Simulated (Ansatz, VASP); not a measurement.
**Two plane-wave programs on Zr2PbO**

File INCAR:

```
ALGO = Normal ; EDIFF = 1E-7
EDIFFG = -0.04 ; ENCUT = 600
GGA = PE ; IBRION = 2
ISIF = 3 ; ISMEAR = 0
LASPH = T ; LCHARG = F
LREAL = F ; LWAVE = F
NELM = 60 ; NSW = 90
PREC = Accurate ; SIGMA = 0.1
```

Contents of KPOINTS:

```
k-points
0
Gamma
  6 6 4
```

The input POSCAR:

```
Zr2PbO
1.0
    4.5897955400      0.0000000000      0.0000000000
   -2.2948977700      3.9748795400      0.0000000000
    0.0000000000      0.0000000000      4.0011919400
Zr Pb O
2 1 1
Direct
    0.3333333300      0.6666666700      0.4540204600
    0.6666666700      0.3333333300      0.5459795400
    0.0000000000      0.0000000000      0.5000000000
    0.0000000000      0.0000000000      0.0000000000
```

Input for Ansatz:

```yaml
crystal:
  lattice:
    - [4.58979554, 0.0, 0.0]
    - [-2.29489777, 3.97487954, 0.0]
    - [0.0, 0.0, 4.00119194]
  atoms:
    - { symbol: Zr, position: [0.33333333, 0.66666667, 0.45402046] }
    - { symbol: Zr, position: [0.66666667, 0.33333333, 0.54597954] }
    - { symbol: Pb, position: [0.0, 0.0, 0.5] }
    - { symbol: O, position: [0.0, 0.0, 0.0] }
basis:
  ecutwfc: 420
kpoints:
  mp_grid: { grid: [6, 6, 4] }
hamiltonian:
  xc: pbe
scf:
  occupations: { method: gaussian, width: 0.1 }
  lower_state_search: "off"
output:
  forces: true
  stress: true
  eigenvalues: true
relax:
  adjacent_minimum: "off"
  f_tol: 0.04
  max_steps: 70
  cell: { stress_tol: 0.4 }
```

Alike in both runs: task relaxation of cell and atoms; functional PBE; k mesh 6 × 6 × 4; occupations gaussian, width 0.1 eV; no spin polarisation.

|  | VASP | Ansatz |
| --- | --- | --- |
| version | VASP 6.6.1 | Ansatz 0.2.0 |
| potentials or method | VASP PAW PBE potentials, release 64 (Zr_sv, Pb_d, O), cutoff 600 eV | scalar-relativistic, plane waves, PAW |
| valence electrons in the cell | 44 | 44 |

|  | VASP | Ansatz | Ansatz less VASP |
| --- | --- | --- | --- |
| gap on the k mesh at the Fermi level, each at its own relaxed structure (eV) | none | none | - |
| relaxed volume (Å³/atom) | 17.99 | 18.75 | +0.760 |
| relaxed cell length with the largest relative difference (Å) | 6.540 | 7.115 | +0.5746 |

A gap of «none» marks a metal or a gap that the smearing closes. One of these differences is far larger than is usual between the two programs; its cause wasn't traced.

The k mesh is coarse, so the values compare programs but aren't converged. Spin-orbit coupling is off throughout.
